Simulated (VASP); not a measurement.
# CsNdBr4 (F-43m) in VASP: further runs

Runs on CsNdBr4. Level: PBE. Tasks: single point.

All numbers are computed with VASP 6.6.1; they aren't measurements. Logs are shortened: lines on timing, memory, paths and dates and some standing lists are left out, and cuts for length are marked.

## (1) The cell of the first run

It takes space group F-43m (No. 216, cubic). Conventional cell: a = 9.426 Å, b = 9.426 Å, c = 9.426 Å, α = 90.00°, β = 90.00°, γ = 90.00°. Within 5.1 Å of Cs (site symmetry -43m) lie 12 Br at 3.85 Å and 6 Nd at 4.71 Å. Nd (site symmetry -43m) has 4 Br at 2.52 Å within 3.3 Å. Within 3.3 Å of Br (site symmetry 3m) lie 1 Nd at 2.52 Å and 3 Br at 2.54 Å.

The cell was built from a structure type or drawn by symmetry, and may not be a known phase.

## (2) Single point, PBE

INCAR

```
SYSTEM = CsNdBr4
PREC     = Accurate       ! precision mode
ENCUT    = 600            ! plane-wave cutoff, eV
EDIFF    = 1E-6           ! SCF threshold, eV
ISMEAR   = 0              ! smearing method
SIGMA    = 0.1            ! smearing width, eV
LREAL    = .FALSE.        ! projectors in reciprocal space
LASPH    = .TRUE.         ! aspherical terms in the spheres
NELM     = 200            ! most SCF steps
ALGO     = Normal         ! electronic algorithm
ISIF     = 2              ! what is computed and relaxed
LWAVE    = .FALSE.        ! write WAVECAR
LCHARG   = .TRUE.         ! write CHGCAR
GGA      = PE             ! functional
LELF     = .TRUE.         ! ELF
LVHAR    = .TRUE.       
NBANDS   = 34             ! bands
GGA_COMPAT= .FALSE.      
LMAXMIX  = 6              ! l up to which the mixer works
```

KPOINTS

```
regular mesh
0
G
  4 4 4
  0 0 0
```

POSCAR

```
CsNdBr4
1.0
    0.0000000000      4.7128269900      4.7128269900
    4.7128269900      0.0000000000      4.7128269900
    4.7128269900      4.7128269900      0.0000000000
Cs Nd Br
1 1 4
Direct
    0.2500000000      0.2500000000      0.2500000000
    0.7500000000      0.7500000000      0.7500000000
    0.9046203500      0.9046203500      0.9046203500
    0.9046203500      0.9046203500      0.2861389600
    0.9046203500      0.2861389600      0.9046203500
    0.2861389600      0.9046203500      0.9046203500
```

Potentials or basis: VASP PAW PBE potentials, release 64 (Cs_sv, Nd, Br).

Run with:

```
> cat potpaw_PBE.64/Cs_sv/POTCAR potpaw_PBE.64/Nd/POTCAR potpaw_PBE.64/Br/POTCAR > POTCAR
> mpirun -np 1 vasp_std > vasp.out
```

OUTCAR:

```text
SYSTEM = CsNdBr4
   PREC = Accurate
   ENCUT = 600
   EDIFF = 1E-6
   ISMEAR = 0
   LREAL = .FALSE.
   LASPH = .TRUE.
   NELM = 200
   ISIF = 2
   GGA = PE

 ion  position               nearest neighbor table
   1  0.250  0.250  0.250-
   2  0.750  0.750  0.750-   4 2.52   5 2.52   6 2.52   3 2.52
   3  0.905  0.905  0.905-   2 2.52   4 2.54   5 2.54   6 2.54
   4  0.905  0.905  0.286-   2 2.52   3 2.54   5 2.54   6 2.54
   5  0.905  0.286  0.905-   2 2.52   3 2.54   4 2.54   6 2.54
   6  0.286  0.905  0.905-   2 2.52   3 2.54   4 2.54   5 2.54

  LATTYP: Found a face centered cubic cell.
 ALAT       =     9.4256539800

  Lattice vectors:

 A1 = (   0.0000000000,   4.7128269900,   4.7128269900)
 A2 = (   4.7128269900,   0.0000000000,   4.7128269900)
 A3 = (   4.7128269900,   4.7128269900,   0.0000000000)

Analysis of symmetry for initial positions (statically):
=====================================================================
 Subroutine PRICEL returns:
 Original cell was already a primitive cell.

 Routine SETGRP: Setting up the symmetry group for a
 face centered cubic supercell.

 Subroutine GETGRP returns: Found 24 space group operations
 (whereof 24 operations were pure point group operations)
 out of a pool of 48 trial point group operations.

The static configuration has the point symmetry T_d .

Analysis of symmetry for dynamics (positions and initial velocities):
=====================================================================
 Subroutine PRICEL returns:
 Original cell was already a primitive cell.

 Routine SETGRP: Setting up the symmetry group for a
 face centered cubic supercell.

 Subroutine GETGRP returns: Found 24 space group operations
 (whereof 24 operations were pure point group operations)
 out of a pool of 48 trial point group operations.

The dynamic configuration has the point symmetry T_d .

 Subroutine INISYM returns: Found 24 space group operations
 (whereof 24 operations are pure point group operations),
 and found     1 'primitive' translations

----------------------------------------------------------------------------------------

                                     Primitive cell

  volume of cell :     209.3507

  direct lattice vectors                    reciprocal lattice vectors
     0.000000000  4.712826990  4.712826990    -0.106093434  0.106093434  0.106093434
     4.712826990  0.000000000  4.712826990     0.106093434 -0.106093434  0.106093434
     4.712826990  4.712826990  0.000000000     0.106093434  0.106093434 -0.106093434

  length of vectors
     6.664943846  6.664943846  6.664943846     0.183759218  0.183759218  0.183759218

  position of ions in fractional coordinates (direct lattice)
     0.250000000  0.250000000  0.250000000
     0.750000000  0.750000000  0.750000000
     0.904620350  0.904620350  0.904620350
     0.904620350  0.904620350  0.286138960
     0.904620350  0.286138960  0.904620350
     0.286138960  0.904620350  0.904620350

  ion indices of the primitive-cell ions
   primitive index   ion index
                 1           1
                 2           2
                 3           3
                 4           4
                 5           5
                 6           6

----------------------------------------------------------------------------------------

 KPOINTS: regular mesh

Automatic generation of k-mesh.
 Grid dimensions read from file:
 generate k-points for:    4    4    4

 Generating k-lattice:

  Cartesian coordinates                     Fractional coordinates (reciprocal lattice)
    -0.026523359  0.026523359  0.026523359     0.250000000  0.000000000  0.000000000
     0.026523359 -0.026523359  0.026523359     0.000000000  0.250000000  0.000000000
     0.026523359  0.026523359 -0.026523359     0.000000000  0.000000000  0.250000000

  Length of vectors
     0.045939805  0.045939805  0.045939805

  Shift w.r.t. Gamma in fractional coordinates (k-lattice)
     0.000000000  0.000000000  0.000000000

 Subroutine IBZKPT returns following result:
 ===========================================

 Found      8 irreducible k-points:

 Following reciprocal coordinates:
            Coordinates               Weight
  0.000000  0.000000  0.000000      1.000000
  0.250000  0.000000  0.000000      8.000000
  0.500000  0.000000  0.000000      4.000000
  0.250000  0.250000  0.000000      6.000000
  0.500000  0.250000  0.000000     24.000000
 -0.250000  0.250000  0.000000     12.000000
  0.500000  0.500000  0.000000      3.000000
 -0.250000  0.500000  0.250000      6.000000
   k-points           NKPTS =      8   k-points in BZ     NKDIM =      8   number of bands    NBANDS=     34
   number of dos      NEDOS =    301   number of ions     NIONS =      6
   total plane-waves  NPLWV = 157464
   dimension x,y,z NGX =    54 NGY =   54 NGZ =   54
   dimension x,y,z NGXF=   108 NGYF=  108 NGZF=  108
   ions per type =               1   1   4
   NGX,Y,Z   is equivalent  to a cutoff of  13.47, 13.47, 13.47 a.u.
   NGXF,Y,Z  is equivalent  to a cutoff of  26.94, 26.94, 26.94 a.u.
 SYSTEM =  CsNdBr4
   PREC   = accura    normal or accurate (medium, high low for compatibility)
   ISTART =      0    job   : 0-new  1-cont  2-samecut
   ICHARG =      2    charge: 1-file 2-atom 10-const
   ISPIN  =      1    spin polarized calculation?
   LNONCOLLINEAR =      F non collinear calculations
   LSORBIT =      F    spin-orbit coupling
   LASPH  =      T    aspherical Exc in radial PAW
   ENCUT  =  600.0 eV  44.10 Ry    6.64 a.u.  13.31 13.31 13.31*2*pi/ulx,y,z
   NELM   =    200;   NELMIN=  2; NELMDL= -5     # of ELM steps
   EDIFF  = 0.1E-05   stopping-criterion for ELM
   LREAL  =      F    real-space projection
   EDIFFG = 0.1E-04   stopping-criterion for IOM
   NSW    =      0    number of steps for IOM
   IBRION =     -1    ionic relax: 0-MD 1-quasi-New 2-CG
   NFREE  =      0    steps in history (QN), initial steepest desc. (CG)
   ISIF   =      2    stress and relaxation
   ISYM   =      2    0-nonsym 1-usesym 2-fastsym
   POTIM  = 0.5000    time-step for ionic-motion
   TEBEG  =    0.0;   TEEND  =   0.0 temperature during run
   PSTRESS=    0.0 pullay stress
   NELECT =      51.0000    total number of electrons
   NUPDOWN=      -1.0000    fix difference up-down
   EMIN   =  10.00;   EMAX   =-10.00  energy-range for DOS
   EFERMI =   0.00;   METHOD = LEGACY
   ISMEAR =     0;   SIGMA  =   0.10  broadening in eV -4-tet -1-fermi 0-gaus
   EFERMI_NEDOS =   21; number of points for ismear=-14 and -15
   IALGO  =     38    algorithm
   IMIX   =      4    mixing-type and parameters
     AMIX     =   0.40;   BMIX     =  1.00
     AMIX_MAG =   1.60;   BMIX_MAG =  1.00
  volume/ion in A,a.u.               =      34.89       235.46
  Fermi-wavevector in a.u.,A,eV,Ry     =   1.022445  1.932141 14.223453  1.045394
  Thomas-Fermi vector in A             =   2.156125
   LORBIT       =      0    0 simple, 1 ext, 2 COOP (PROOUT), +10 PAW based schemes
   GGA     = PE    functional components
   LHFCALC =     F    Hartree Fock is set to
   AEXX    =    0.0000 exact exchange contribution
   IVDW    =     0    specifies the selected vdW correction
   LEPSILON=     F    determine dielectric tensor
   LRPA    =     F    only Hartree local field effects (RPA)
 non-spin polarized calculation
 Gauss-broadening in eV      SIGMA  =   0.10
  energy-cutoff  :      600.00
  volume of cell :      209.35
 maximum number of plane-waves:      7046
 NGX is ok and might be reduce to    54
   NGX = 27   NGY = 27   NGZ = 27

 number of electron      51.0000005 magnetization

 Free energy of the ion-electron system (eV)
  ---------------------------------------------------
  ext. energy  EPLUGINS =         0.00000000
  ---------------------------------------------------
  free energy    TOTEN  =       -13.52411843 eV

  energy without entropy =      -13.33961126  energy(sigma->0) =      -13.43186485

 E-fermi :   3.2732     XC(G=0):  -7.8860

 val. band max:        3.2648166714   @ k =   0.5000   0.5000   0.0000
 cond. band min:       3.2795599426   @ k =   0.5000   0.5000   0.0000
 fundamental gap:      0.0147432712
 Fermi energy:         3.2732207212

 k-point     1 :       0.0000    0.0000    0.0000
  band No.  band energies     occupation
      1     -33.7646      2.00000
      2     -19.5673      2.00000
      3     -15.8580      2.00000
      4     -15.8580      2.00000
      5     -15.8580      2.00000
      6     -15.6455      2.00000
[... 26 lines left out ...]
     33       5.5020      0.00000
     34       5.5020      0.00000

 k-point     2 :       0.2500    0.0000    0.0000
  band No.  band energies     occupation
      1     -33.7646      2.00000
      2     -19.5660      2.00000
      3     -16.2186      2.00000
      4     -15.8619      2.00000
      5     -15.8619      2.00000
      6     -15.1506      2.00000
[... 26 lines left out ...]
     33       5.7837      0.00000
     34       5.9090      0.00000

 k-point     3 :       0.5000    0.0000    0.0000
  band No.  band energies     occupation
      1     -33.7645      2.00000
      2     -19.5647      2.00000
      3     -16.3819      2.00000
      4     -15.8658      2.00000
      5     -15.8658      2.00000
      6     -14.8261      2.00000
[... 26 lines left out ...]
     33       6.1432      0.00000
     34       6.1942      0.00000

 k-point     4 :       0.2500    0.2500    0.0000
  band No.  band energies     occupation
      1     -33.7646      2.00000
      2     -19.5654      2.00000
      3     -16.2790      2.00000
      4     -15.8661      2.00000
      5     -15.8661      2.00000
      6     -15.0325      2.00000
[... 26 lines left out ...]
     33       5.8106      0.00000
     34       6.3587      0.00000

 k-point     5 :       0.5000    0.2500    0.0000
  band No.  band energies     occupation
      1     -33.7645      2.00000
      2     -19.5640      2.00000
      3     -16.4237      2.00000
      4     -15.8723      2.00000
      5     -15.8700      2.00000
      6     -14.7074      2.00000
[... 26 lines left out ...]
     33       5.7608      0.00000
     34       6.4332      0.00000

 k-point     6 :      -0.2500    0.2500    0.0000
  band No.  band energies     occupation
      1     -33.7646      2.00000
      2     -19.5646      2.00000
      3     -16.3807      2.00000
      4     -15.8714      2.00000
      5     -15.8658      2.00000
      6     -14.8182      2.00000
[... 26 lines left out ...]
     33       5.6832      0.00000
     34       6.2348      0.00000

 k-point     7 :       0.5000    0.5000    0.0000
  band No.  band energies     occupation
      1     -33.7645      2.00000
      2     -19.5634      2.00000
      3     -16.4635      2.00000
      4     -15.8742      2.00000
      5     -15.8742      2.00000
      6     -14.5911      2.00000
[... 26 lines left out ...]
     33       5.6351      0.00000
     34       6.3980      0.00000

 k-point     8 :      -0.2500    0.5000    0.2500
  band No.  band energies     occupation
      1     -33.7645      2.00000
      2     -19.5635      2.00000
      3     -16.4632      2.00000
      4     -15.8748      2.00000
      5     -15.8733      2.00000
      6     -14.5907      2.00000
[... 26 lines left out ...]
     33       5.6860      0.00000
     34       6.0781      0.00000

------------------------ aborting loop because EDIFF is reached ----------------------------------------

  FORCE on cell =-STRESS in cart. coord.  units (eV):
  Direction    XX          YY          ZZ          XY          YZ          ZX
  --------------------------------------------------------------------------------------
  -------------------------------------------------------------------------------------
  Total       27.7551668     27.7551668     27.7551668     -0.0000000      0.0000000      0.0000000
  in kB      212.4124348    212.4124348    212.4124348     -0.0000000      0.0000000      0.0000000
  external PRESSURE =     212.4124348 kB  Pullay stress =       0.0000000 kB

 VOLUME and BASIS-vectors are now :
 -----------------------------------------------------------------------------
  energy-cutoff  :      600.00
  volume of cell :      209.35
      direct lattice vectors                 reciprocal lattice vectors
     0.000000000  4.712826990  4.712826990    -0.106093434  0.106093434  0.106093434
     4.712826990  0.000000000  4.712826990     0.106093434 -0.106093434  0.106093434
     4.712826990  4.712826990  0.000000000     0.106093434  0.106093434 -0.106093434

 POSITION                                       TOTAL-FORCE (eV/Angst)
 -----------------------------------------------------------------------------------
      2.35641      2.35641      2.35641         0.000000      0.000000      0.000000
      7.06924      7.06924      7.06924        -0.000000      0.000000     -0.000000
      8.52664      8.52664      8.52664        -3.793194     -3.793194     -3.793194
      5.61184      5.61184      8.52664         3.793194      3.793194     -3.793194
      5.61184      8.52664      5.61184         3.793194     -3.793194      3.793194
      8.52664      5.61184      5.61184        -3.793194      3.793194      3.793194
 -----------------------------------------------------------------------------------
    total drift:                               -0.000063     -0.000063     -0.000063

  FREE ENERGIE OF THE ION-ELECTRON SYSTEM (eV)
  ---------------------------------------------------
  free  energy   TOTEN  =       -13.5241184329 eV

  energy  without entropy=      -13.3396112587  energy(sigma->0) =      -13.43186485
```

Run time: 75 s. Hardware: 1 thread of Intel Xeon 6975P-C (Granite Rapids), shared host; peak memory 0.41 GiB.

What came out:

| Property | Result |
| --- | --- |
| Free energy | -13.5241 eV |
| Pressure | 21.2 GPa |
| Largest force | 6.570 eV/Å |
| Band gap on the k mesh | zero (an odd number of electrons rules out a gap without spin polarisation) |

Forces on the atoms (eV/Å):
```
Cs   0.000  0.000  0.000
Nd   0.000  0.000  0.000
Br  -3.793 -3.793 -3.793
Br   3.793  3.793 -3.793
Br   3.793 -3.793  3.793
Br  -3.793  3.793  3.793
```

Caveat: the cell stands under pressure; spin-orbit coupling is left out, which moves the levels of the heavy elements; an odd number of electrons without spin polarisation forces a metal; a magnetic or distorted state may lie lower; the run has no spin polarisation, though such a crystal can be magnetic; semilocal functionals describe open f shells poorly, which spoils levels, moments and volumes. Spin polarisation is off, so any magnetic state and its effect on volume and gap are missing.

## (3) Single point, PBE

This run uses another cell than the first one, of 63.90 Å³/atom.

INCAR

```
PREC = Accurate
ENCUT = 600
EDIFF = 1E-6
ISMEAR = 0
SIGMA = 0.1
LREAL = F
LASPH = T
NELM = 200
ALGO = Normal
ISIF = 2
LWAVE = F
LCHARG = T
GGA = PE
LELF = T
LVHAR = T
NBANDS = 34
GGA_COMPAT = F
LMAXMIX = 6
```

KPOINTS

```
regular mesh
0
Gamma
  4 4 4
```

POSCAR

```
CsNdBr4
1.0
    0.0000000000      5.7661127731      5.7661127731
    5.7661127731      0.0000000000      5.7661127731
    5.7661127731      5.7661127731      0.0000000000
Cs Nd Br
1 1 4
Direct
    0.2500000000      0.2500000000      0.2500000000
    0.7500000000      0.7500000000      0.7500000000
    0.8865003583      0.8865003583      0.8865003583
    0.8865003583      0.8865003583      0.3404989250
    0.8865003583      0.3404989250      0.8865003583
    0.3404989250      0.8865003583      0.8865003583
```

Potentials or basis: VASP PAW PBE potentials, release 64 (Cs_sv, Nd, Br).

Run with:

```
> cat potpaw_PBE.64/Cs_sv/POTCAR potpaw_PBE.64/Nd/POTCAR potpaw_PBE.64/Br/POTCAR > POTCAR
> mpirun -np 1 vasp_std > vasp.out
```

It took 2.7 min on 1 thread of Intel Xeon 6975P-C (Granite Rapids), shared host; peak memory 0.78 GiB.

It converged, with:

- Free energy: -21.7874 eV
- Pressure: 0.1 GPa
- Largest force: 0.189 eV/Å
- Band gap on the k mesh: zero (an odd number of electrons rules out a gap without spin polarisation)

Forces in eV/Å, atoms in the order of the input:
```
Cs   0.000  0.000  0.000
Nd   0.000  0.000  0.000
Br  -0.109 -0.109 -0.109
Br   0.109  0.109 -0.109
Br   0.109 -0.109  0.109
Br  -0.109  0.109  0.109
```

Levels at points of the mesh, in eV from the Fermi level:
| k point | band 23 | band 24 | band 25 | band 26 | band 27 | band 28 |
| --- | --- | --- | --- | --- | --- | --- |
| (0.00, 0.00, 0.00) | -1.92 | -1.92 | -0.03 | 0.04 | 0.04 | 0.04 |
| (0.50, 0.00, 0.00) | -2.13 | -1.92 | 0.00 | 0.02 | 0.04 | 0.04 |
| (0.50, 0.50, 0.00) | -1.99 | -1.99 | 0.01 | 0.02 | 0.03 | 0.03 |

Caveat: spin-orbit coupling is left out, which moves the levels of the heavy elements; an odd number of electrons without spin polarisation forces a metal; a magnetic or distorted state may lie lower; the run has no spin polarisation, though such a crystal can be magnetic; semilocal functionals describe open f shells poorly, which spoils levels, moments and volumes. Spin polarisation is off, so any magnetic state and its effect on volume and gap are missing.
